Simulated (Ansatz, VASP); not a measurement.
## SnO2: VASP beside Ansatz

```
Sn O
1.0
     0.00000    4.43004    4.43120
     4.43081    0.00005    4.43123
     4.43077    4.43002   -0.00004
Sn O
4 8
Direct
  0.12499 0.12501 0.62500
  0.62500 0.12497 0.12501
  0.12503 0.62500 0.12499
  0.12498 0.12502 0.12500
  0.89071 0.89069 0.89070
  0.89068 0.32794 0.89068
  0.89070 0.89068 0.32793
  0.32794 0.89071 0.89068
  0.92206 0.35932 0.35931
  0.35931 0.35931 0.92208
  0.35928 0.92206 0.35933
  0.35931 0.35928 0.35930
```

Change from the starting cell: all atoms moved at random, sigma 0.05 Å a component, cell strained at random, sigma 0.1; relaxed back.

Alike in both runs: functional LDA; k mesh 4 × 4 × 4; occupations gaussian, width 0.05 eV; no spin polarisation.

Ansatz relaxed the structure, and its values are those at the end. VASP's run is a single point on that final structure, the one shown.

|  | VASP | Ansatz |
| --- | --- | --- |
| version | VASP 6.6.1 | Ansatz 0.2.0 |
| potentials or method | VASP PAW LDA potentials, release 64 (Sn_d, O), cutoff 520 eV | scalar-relativistic, plane waves, PAW |
| valence electrons in the cell | 104 | 104 |

```csv
,VASP,Ansatz,Ansatz less VASP
gap on the k mesh at the Fermi level (eV),2.06,2.06,+0.006
least direct gap on the mesh (eV),2.06,2.06,+0.006
pressure (GPa),0.9,0.0,-0.89
rms of the force components (eV/Å),0.035,0.002,-0.0333
```

LDA's correlation is that of Perdew and Zunger in VASP and of Perdew and Wang (1992) in Ansatz.
